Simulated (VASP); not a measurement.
# Si13C3: single point with PBE

The system is Si13C3.

```
C Si
1.0
    -5.01293    5.02418   -0.05724
    -5.07716   -0.12147    5.07711
     0.05722    5.02415    5.01286
C Si
3 13
Direct
  0.87177 0.87309 0.37204
  0.38549 0.87310 0.37042
  0.87024 0.87311 0.88566
  0.97958 0.97414 0.02458
  0.52406 0.97497 0.02422
  0.98497 0.54532 0.98792
  0.01002 0.97067 0.51018
  0.50210 0.49272 0.00399
  0.52433 0.97388 0.48008
  0.98429 0.54516 0.48552
  0.48868 0.54529 0.48447
  0.87586 0.37366 0.37504
  0.37266 0.36882 0.38599
  0.37725 0.86721 0.87776
  0.88412 0.36911 0.87391
  0.37225 0.36971 0.87167
```

```yaml
Program: VASP 6.6.1
Task: single point
Functional: PBE
Potentials_or_basis: VASP PAW PBE potentials, release 64 (C, Si)
Cutoff: 520 eV
k_mesh: 2 × 2 × 2, shifted
Occupations: gaussian, width 0.1 eV
Spin: no spin polarisation
```

```yaml
Pressure: 0.0 GPa
Largest_force: 0.018 eV/Å
Band_gap_on_the_k_mesh: 0.03 eV, direct
```

Forces in eV/Å, atoms in the order of the input:
```
C    0.002  0.000 -0.002
C    0.001 -0.002 -0.001
C    0.002 -0.004  0.000
Si  -0.016  0.003 -0.007
Si   0.001 -0.018  0.001
Si  -0.003  0.008 -0.007
Si  -0.001  0.002  0.001
Si  -0.003 -0.014  0.001
Si   0.007  0.001  0.016
Si   0.007  0.004 -0.007
Si   0.007  0.006  0.003
Si   0.000  0.002  0.000
Si  -0.005 -0.003 -0.004
Si   0.001  0.007 -0.001
Si   0.003 -0.003  0.004
Si  -0.003  0.011  0.003
```

Levels at points of the mesh, in eV from the valence-band top:
```
           k point  band 30  band 31  band 32  band 33  band 34  band 35
(0.25, 0.25, 0.25)    -0.99    -0.42     0.00     0.03     0.29     0.48
```

Wall time 66 s on 1 thread of AMD EPYC 9R45 96-Core Processor (Zen 5), on a shared host, peak memory 0.33 GiB.

A k mesh can miss the band edges.
